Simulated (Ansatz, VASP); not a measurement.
**Zn: VASP beside Ansatz**

```
CELL_PARAMETERS angstrom
2.71624 0.00000 0.00000
-1.35812 2.35234 0.00000
0.00000 0.00000 4.81092
ATOMIC_POSITIONS crystal
Zn 0.33333 0.66667 0.25000
Zn 0.66667 0.33333 0.75000
```

Alike in both runs: functional PBE; k mesh 17 × 17 × 9; occupations fermi-dirac, width 0.05 eV; no spin polarisation.

Ansatz relaxed the structure, and its values are those at the end. VASP's run is a single point on that final structure, the one shown.

|  | VASP | Ansatz |
| --- | --- | --- |
| version | VASP 6.6.1 | Ansatz 0.2.0 |
| potentials or method | VASP PAW PBE potentials, release 64 (Zn), cutoff 520 eV | all-electron LAPW, non-relativistic |

|  | VASP | Ansatz | Ansatz less VASP |
| --- | --- | --- | --- |
| pressure (GPa) | -1.4 | 0.0 | +1.44 |

Ansatz ran all-electron here, and VASP with PAW potentials.
